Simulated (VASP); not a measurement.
**CdS3: relaxation of cell and atoms with PBE**

Crystal: CdS3.

```
CELL_PARAMETERS angstrom
0.00000 3.86350 3.86350
3.86350 0.00000 3.86350
3.86350 3.86350 0.00000
ATOMIC_POSITIONS crystal
Cd 0.50000 0.50000 0.50000
S 0.00000 0.00000 0.00000
S 0.25000 0.25000 0.25000
S 0.75000 0.75000 0.75000
```

```yaml
Program: VASP 6.6.1
Task: relaxation of cell and atoms
Functional: PBE
Potentials_or_basis: VASP PAW PBE potentials, release 64 (Cd, S)
Cutoff: 500 eV
k_mesh: 4 × 4 × 4
Occupations: gaussian, width 0.1 eV
Spin: no spin polarisation
Dipole_correction: no
Further_INCAR_settings: ALGO = Normal; EDIFF = 1e-07; IBRION = 2; EDIFFG = -0.04; NSW = 90; ISIF = 3
```

```json
{
 "Relaxed volume": "18.02 Å³/atom",
 "Relaxed cell": "a = 4.672 Å, b = 4.672 Å, c = 4.672 Å, α = 60.00°, β = 60.00°, γ = 60.00°",
 "Space group after relaxing (to 0.05 Å)": "Fm-3m (No. 225)",
 "Energy gained by relaxing": "558.6 meV/atom",
 "Ionic steps": "5",
 "Pressure after relaxing": "-0.1 GPa",
 "Band gap on the k mesh": "zero (band 15 reaches 5.37 eV, above the bottom of band 16 at 4.60 eV)"
}
```

Step by step:
```csv
step,energy change (eV),largest force (eV/Å),pressure (GPa),volume (Å³)
1,0.0000,0.0000,-10.41,115.34
2,-1.7812,0.0000,-8.22,86.81
3,-2.2236,0.0000,-1.73,73.97
4,-2.2331,0.0000,0.65,71.35
5,-2.2344,0.0000,-0.07,72.09
```

Final structure:
```
Cd S
1.0
     0.00000    3.30334    3.30334
     3.30334    0.00000    3.30334
     3.30334    3.30334    0.00000
Cd S
1 3
Direct
  0.50000 0.50000 0.50000
  0.00000 0.00000 0.00000
  0.25000 0.25000 0.25000
  0.75000 0.75000 0.75000
```

Levels at points of the mesh, in eV from the Fermi level:
```tsv
k point	band 12	band 13	band 14	band 15	band 16	band 17
(0.00, 0.00, 0.00)	-2.71	-2.71	-2.71	-0.58	-0.58	-0.58
(0.50, 0.00, 0.00)	-2.98	-2.98	-1.58	0.20	0.80	0.80
(0.50, 0.50, 0.00)	-1.48	-0.31	-0.31	0.02	0.61	0.61
```

Wall time 48 s on 1 thread of Intel(R) Xeon(R) 6975P-C (Granite Rapids), on a shared host, peak memory 0.24 GiB.

Caveat: the volume moved by over 15 % at a fixed basis, so the end points are rough.
